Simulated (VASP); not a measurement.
# Zr (P6/mmm) in VASP: relaxation of cell and atoms with PBEsol

Aim: the relaxation of cell and atoms of Zr with PBEsol.

Program: VASP 6.6.1. These are calculated values, not measurements. Logs are shortened: lines on timing, memory, paths and dates and some standing lists are left out, and cuts for length are marked.

## Step 1: The cell of the first run

Symmetry: P6/mmm, No. 191, hexagonal system. Conventional cell: a = 4.968 Å, b = 4.968 Å, c = 3.119 Å, α = 90.00°, β = 90.00°, γ = 120.00°. Within 4.1 Å of Zr (site symmetry 6/mmm) lie 14 Zr at 3.12 to 3.26 Å. Zr (site symmetry -6m2) has 11 Zr at 2.87 to 3.26 Å within 3.8 Å.

This isn't the form of Zr at room conditions, which is hcp.

## Step 2: Relaxation of cell and atoms, PBEsol

INCAR

```
  ALGO = Fast
  EDIFF = 1E-7
  EDIFFG = -0.01
  ENCUT = 600
  GGA = PS
  IBRION = 2
  ISIF = 3
  ISMEAR = 0
  LASPH = True
  LCHARG = False
  LREAL = False
  LWAVE = False
  NELM = 80
  NSW = 80
  PREC = Accurate
  SIGMA = 0.1
```

KPOINTS

```
k-points
0
Gamma
  12 12 14
```

POSCAR

```
Zr
1.0
    4.9679365474      0.0000000000      0.0000000000
   -2.4839682737      4.3023592545      0.0000000000
    0.0000000000      0.0000000000      3.1188748524
Zr
3
Direct
    0.0000000000      0.0000000000      0.0000000000
    0.3333333333      0.6666666667      0.5000000000
    0.6666666667      0.3333333333      0.5000000000
```

Potentials or basis: VASP PAW PBE potentials, release 64 (Zr_sv).

Command:

```sh
> cat potpaw_PBE.64/Zr_sv/POTCAR > POTCAR
> mpirun -np 1 vasp_std > vasp.out
```

OUTCAR:

```text
EDIFF = 1E-7
   EDIFFG = -0.01
   ENCUT = 600
   GGA = PS
   IBRION = 2
   ISIF = 3
   ISMEAR = 0
   LASPH = True
   LREAL = False
   NELM = 80
   NSW = 80
   PREC = Accurate

 ion  position               nearest neighbor table
   1  0.000  0.000  0.000-   2 3.26   3 3.26   2 3.26   3 3.26   3 3.26   3 3.26   2 3.26   2 3.26
                             3 3.26   3 3.26   2 3.26   2 3.26
   2  0.333  0.667  0.500-   3 2.87   3 2.87   3 2.87   1 3.26   1 3.26   1 3.26   1 3.26   1 3.26
                             1 3.26
   3  0.667  0.333  0.500-   2 2.87   2 2.87   2 2.87   1 3.26   1 3.26   1 3.26   1 3.26   1 3.26
                             1 3.26

  LATTYP: Found a hexagonal cell.
 ALAT       =     4.9679365474
 C/A-ratio  =     0.6278008631

  Lattice vectors:

 A1 = (   4.9679365474,   0.0000000000,   0.0000000000)
 A2 = (  -2.4839682737,   4.3023592545,   0.0000000000)
 A3 = (   0.0000000000,   0.0000000000,   3.1188748524)

Analysis of symmetry for initial positions (statically):
=====================================================================
 Subroutine PRICEL returns:
 Original cell was already a primitive cell.

 Routine SETGRP: Setting up the symmetry group for a
 hexagonal supercell.

 Subroutine GETGRP returns: Found 24 space group operations
 (whereof 24 operations were pure point group operations)
 out of a pool of 24 trial point group operations.

The static configuration has the point symmetry D_6h.

Analysis of symmetry for dynamics (positions and initial velocities):
=====================================================================
 Subroutine PRICEL returns:
 Original cell was already a primitive cell.

 Routine SETGRP: Setting up the symmetry group for a
 hexagonal supercell.

 Subroutine GETGRP returns: Found 24 space group operations
 (whereof 24 operations were pure point group operations)
 out of a pool of 24 trial point group operations.

The dynamic configuration has the point symmetry D_6h.

 Subroutine INISYM returns: Found 24 space group operations
 (whereof 24 operations are pure point group operations),
 and found     1 'primitive' translations

----------------------------------------------------------------------------------------

                                     Primitive cell

  volume of cell :      66.6624

  direct lattice vectors                    reciprocal lattice vectors
     4.967936547  0.000000000  0.000000000     0.201290816  0.116215307  0.000000000
    -2.483968274  4.302359254  0.000000000     0.000000000  0.232430613  0.000000000
     0.000000000  0.000000000  3.118874852     0.000000000  0.000000000  0.320628447

  length of vectors
     4.967936547  4.967936547  3.118874852     0.232430613  0.232430613  0.320628447

  position of ions in fractional coordinates (direct lattice)
     0.000000000  0.000000000  0.000000000
     0.333333333  0.666666667  0.500000000
     0.666666667  0.333333333  0.500000000

  ion indices of the primitive-cell ions
   primitive index   ion index
                 1           1
                 2           2
                 3           3

----------------------------------------------------------------------------------------

 KPOINTS: k-points

Automatic generation of k-mesh.
 Grid dimensions read from file:
 generate k-points for:   12   12   14

 Generating k-lattice:

  Cartesian coordinates                     Fractional coordinates (reciprocal lattice)
     0.016774235  0.009684609  0.000000000     0.083333333 -0.000000000  0.000000000
     0.000000000  0.019369218  0.000000000     0.000000000  0.083333333  0.000000000
     0.000000000  0.000000000  0.022902032     0.000000000  0.000000000  0.071428571

  Length of vectors
     0.019369218  0.019369218  0.022902032

  Shift w.r.t. Gamma in fractional coordinates (k-lattice)
     0.000000000  0.000000000  0.000000000

 Subroutine IBZKPT returns following result:
 ===========================================

 Found    152 irreducible k-points:

 Following reciprocal coordinates:
            Coordinates               Weight
  0.000000  0.000000  0.000000      1.000000
  0.083333  0.000000  0.000000      6.000000
  0.166667  0.000000  0.000000      6.000000
  0.250000  0.000000  0.000000      6.000000
  0.333333  0.000000  0.000000      6.000000
  0.416667 -0.000000  0.000000      6.000000
[... 16 lines left out ...]
  0.250000  0.000000  0.071429     12.000000
  0.333333  0.000000  0.071429     12.000000
 [... further k-points ...]
   k-points           NKPTS =    152   k-points in BZ     NKDIM =    152   number of bands    NBANDS=     22
   number of dos      NEDOS =    301   number of ions     NIONS =      3
   total plane-waves  NPLWV =  44800
   dimension x,y,z NGX =    40 NGY =   40 NGZ =   28
   dimension x,y,z NGXF=    80 NGYF=   80 NGZF=   56
   ions per type =               3
   NGX,Y,Z   is equivalent  to a cutoff of  13.39, 13.39, 14.92 a.u.
   NGXF,Y,Z  is equivalent  to a cutoff of  26.77, 26.77, 29.85 a.u.
 SYSTEM =  unknown system
   PREC   = accura    normal or accurate (medium, high low for compatibility)
   ISTART =      0    job   : 0-new  1-cont  2-samecut
   ICHARG =      2    charge: 1-file 2-atom 10-const
   ISPIN  =      1    spin polarized calculation?
   LNONCOLLINEAR =      F non collinear calculations
   LSORBIT =      F    spin-orbit coupling
   LASPH  =      T    aspherical Exc in radial PAW
   ENCUT  =  600.0 eV  44.10 Ry    6.64 a.u.   9.92  9.92  6.23*2*pi/ulx,y,z
   NELM   =     80;   NELMIN=  2; NELMDL= -5     # of ELM steps
   EDIFF  = 0.1E-06   stopping-criterion for ELM
   LREAL  =      F    real-space projection
   EDIFFG = -.1E-01   stopping-criterion for IOM
   NSW    =     80    number of steps for IOM
   IBRION =      2    ionic relax: 0-MD 1-quasi-New 2-CG
   NFREE  =      1    steps in history (QN), initial steepest desc. (CG)
   ISIF   =      3    stress and relaxation
   ISYM   =      2    0-nonsym 1-usesym 2-fastsym
   POTIM  = 0.5000    time-step for ionic-motion
   TEBEG  =    0.0;   TEEND  =   0.0 temperature during run
   PSTRESS=    0.0 pullay stress
   NELECT =      36.0000    total number of electrons
   NUPDOWN=      -1.0000    fix difference up-down
   EMIN   =  10.00;   EMAX   =-10.00  energy-range for DOS
   EFERMI =   0.00;   METHOD = LEGACY
   ISMEAR =     0;   SIGMA  =   0.10  broadening in eV -4-tet -1-fermi 0-gaus
   EFERMI_NEDOS =   21; number of points for ismear=-14 and -15
   IALGO  =     68    algorithm
   IMIX   =      4    mixing-type and parameters
     AMIX     =   0.40;   BMIX     =  1.00
     AMIX_MAG =   1.60;   BMIX_MAG =  1.00
  volume/ion in A,a.u.               =      22.22       149.95
  Fermi-wavevector in a.u.,A,eV,Ry     =   1.333159  2.519306 24.181828  1.777314
  Thomas-Fermi vector in A             =   2.462039
   LORBIT       =      0    0 simple, 1 ext, 2 COOP (PROOUT), +10 PAW based schemes
   GGA     = PS    functional components
   LHFCALC =     F    Hartree Fock is set to
   AEXX    =    0.0000 exact exchange contribution
   IVDW    =     0    specifies the selected vdW correction
   LEPSILON=     F    determine dielectric tensor
   LRPA    =     F    only Hartree local field effects (RPA)
 conjugate gradient relaxation of ions
 non-spin polarized calculation
 RMM-DIIS sequential band-by-band and
 Gauss-broadening in eV      SIGMA  =   0.10
  energy-cutoff  :      600.00
  volume of cell :       66.66
 maximum number of plane-waves:      2256
 NGX is ok and might be reduce to    40
   NGX = 19   NGY = 19   NGZ = 13

--------------------------------------- Ionic step        1  -------------------------------------------

 number of electron      36.0000000 magnetization

 Free energy of the ion-electron system (eV)
  ---------------------------------------------------
  ext. energy  EPLUGINS =         0.00000000
  ---------------------------------------------------
  free energy    TOTEN  =       -27.27614156 eV

  energy without entropy =      -27.26117835  energy(sigma->0) =      -27.26865995

------------------------ aborting loop because EDIFF is reached ----------------------------------------

  FORCE on cell =-STRESS in cart. coord.  units (eV):
  Direction    XX          YY          ZZ          XY          YZ          ZX
  --------------------------------------------------------------------------------------
  -------------------------------------------------------------------------------------
  Total        0.0701766      0.0701766     -0.1454413      0.0000000     -0.0000000      0.0000000
  in kB        1.6866398      1.6866398     -3.4955677      0.0000000     -0.0000000      0.0000000
  external PRESSURE =      -0.0407627 kB  Pullay stress =       0.0000000 kB

 VOLUME and BASIS-vectors are now :
 -----------------------------------------------------------------------------
  energy-cutoff  :      600.00
  volume of cell :       66.66
      direct lattice vectors                 reciprocal lattice vectors
     4.967936547  0.000000000  0.000000000     0.201290816  0.116215307  0.000000000
    -2.483968274  4.302359254  0.000000000     0.000000000  0.232430613  0.000000000
     0.000000000  0.000000000  3.118874852     0.000000000  0.000000000  0.320628447

 POSITION                                       TOTAL-FORCE (eV/Angst)
 -----------------------------------------------------------------------------------
      0.00000      0.00000      0.00000         0.000000      0.000000      0.000000
     -0.00000      2.86824      1.55944        -0.000000      0.000000      0.000000
      2.48397      1.43412      1.55944         0.000000     -0.000000     -0.000000
 -----------------------------------------------------------------------------------
    total drift:                                0.000000      0.000000      0.000000

  FREE ENERGIE OF THE ION-ELECTRON SYSTEM (eV)
  ---------------------------------------------------
  free  energy   TOTEN  =       -27.2761415626 eV

  energy  without entropy=      -27.2611783473  energy(sigma->0) =      -27.26865995

--------------------------------------- Ionic step        2  -------------------------------------------

 number of electron      36.0000000 magnetization

 Free energy of the ion-electron system (eV)
  ---------------------------------------------------
  ext. energy  EPLUGINS =         0.00000000
  ---------------------------------------------------
  free energy    TOTEN  =       -27.27638762 eV

  energy without entropy =      -27.26117211  energy(sigma->0) =      -27.26877986

 E-fermi :   9.2565     XC(G=0): -11.4155

 val. band max:        9.2540097333   @ k =   0.4167   0.0833   0.2143
 cond. band min:       9.2605882186   @ k =   0.1667   0.1667   0.0714
 fundamental gap:      0.0065784853
 Fermi energy:         9.2565144058

 k-point     1 :       0.0000    0.0000    0.0000
  band No.  band energies     occupation
      1     -39.4217      2.00000
      2     -39.1568      2.00000
      3     -38.9370      2.00000
      4     -17.6444      2.00000
      5     -17.6444      2.00000
      6     -17.6113      2.00000
[... 14 lines left out ...]
     21      10.9268      0.00000
     22      10.9271      0.00000

 k-point     2 :       0.0833    0.0000    0.0000
  band No.  band energies     occupation
      1     -39.4199      2.00000
      2     -39.1549      2.00000
      3     -38.9408      2.00000
      4     -17.7216      2.00000
      5     -17.7084      2.00000
      6     -17.5317      2.00000
[... 14 lines left out ...]
     21      10.8386      0.00000
     22      11.0348      0.00000
[... 523 lines left out ...]
     21      10.3620      0.00000
     22      10.6921      0.00000

 k-point    24 :       0.3333    0.0000    0.0714
  band No.  band energies     occupation
      1     -39.3992      2.00000
      2     -39.1225      2.00000
      3     -38.9866      2.00000
      4     -17.9178      2.00000
      5     -17.7015      2.00000
      6     -17.3122      2.00000
[... 14 lines left out ...]
     21      10.1753      0.00000
     22      10.6844      0.00000

 [... further k-points ...]

------------------------ aborting loop because EDIFF is reached ----------------------------------------

  FORCE on cell =-STRESS in cart. coord.  units (eV):
  Direction    XX          YY          ZZ          XY          YZ          ZX
  --------------------------------------------------------------------------------------
  -------------------------------------------------------------------------------------
  Total        0.0011294      0.0011294      0.0051982      0.0000000      0.0000000      0.0000000
  in kB        0.0271457      0.0271457      0.1249447      0.0000000      0.0000000      0.0000000
  external PRESSURE =       0.0597453 kB  Pullay stress =       0.0000000 kB

 VOLUME and BASIS-vectors are now :
 -----------------------------------------------------------------------------
  energy-cutoff  :      600.00
  volume of cell :       66.66
      direct lattice vectors                 reciprocal lattice vectors
     4.973542874  0.000000000  0.000000000     0.201063915  0.116084305 -0.000000000
    -2.486771437  4.307214476 -0.000000000    -0.000000000  0.232168611  0.000000000
     0.000000000 -0.000000000  3.111580350    -0.000000000  0.000000000  0.321380099

 POSITION                                       TOTAL-FORCE (eV/Angst)
 -----------------------------------------------------------------------------------
      0.00000      0.00000      0.00000         0.000000      0.000000     -0.000000
     -0.00000      2.87148      1.55579         0.000000     -0.000000      0.000000
      2.48677      1.43574      1.55579        -0.000000      0.000000     -0.000000
 -----------------------------------------------------------------------------------
    total drift:                                0.000000      0.000000      0.000000

  FREE ENERGIE OF THE ION-ELECTRON SYSTEM (eV)
  ---------------------------------------------------
  free  energy   TOTEN  =       -27.2763876200 eV

  energy  without entropy=      -27.2611721082  energy(sigma->0) =      -27.26877986

 reached required accuracy - stopping structural energy minimisation
```

Run time: 6.8 min. Hardware: 1 thread of AMD EPYC 9R45 (Zen 5), shared host; peak memory 0.33 GiB.

Results:

| Item | Value |
| --- | --- |
| Free energy | -27.2764 eV |
| Energy gained by relaxing | 0.1 meV/atom |
| Ionic steps | 2 |
| Pressure after relaxing | 0.0 GPa |
| Band gap on the k mesh | zero (bands 18 and 19 overlap by 0.62 eV) |

The path:
| step | energy change (eV) | largest force (eV/Å) | pressure (GPa) | volume (Å³) |
| --- | --- | --- | --- | --- |
| 1 | 0.0000 | 0.0000 | 0.00 | 66.66 |
| 2 | -0.0002 | 0.0000 | 0.01 | 66.66 |

Final structure:
```xyz
3
Lattice="4.9735 0.0000 0.0000 -2.4868 4.3072 0.0000 0.0000 0.0000 3.1116" Properties=species:S:1:pos:R:3 pbc="T T T"
Zr    0.0000    0.0000    0.0000
Zr    0.0000    2.8715    1.5558
Zr    2.4868    1.4357    1.5558
```

Levels at points of the mesh, in eV from the Fermi level:
| k point | band 15 | band 16 | band 17 | band 18 | band 19 | band 20 | band 21 | band 22 |
| --- | --- | --- | --- | --- | --- | --- | --- | --- |
| (0.00, 0.00, 0.00) | -0.49 | -0.49 | -0.43 | -0.43 | -0.18 | 0.86 | 1.67 | 1.67 |
| (0.50, 0.00, 0.00) | -3.00 | -0.66 | -0.64 | -0.51 | -0.01 | 0.72 | 1.11 | 1.76 |
| (0.00, 0.00, 0.50) | -2.13 | -1.96 | -1.96 | -1.34 | 1.23 | 1.23 | 1.72 | 1.72 |
| (0.50, 0.00, 0.50) | -2.03 | -1.56 | -0.83 | -0.47 | 0.28 | 0.94 | 1.32 | 1.49 |

Caveat: the PAW data sets were made with another functional, which shifts forces and pressure a little.
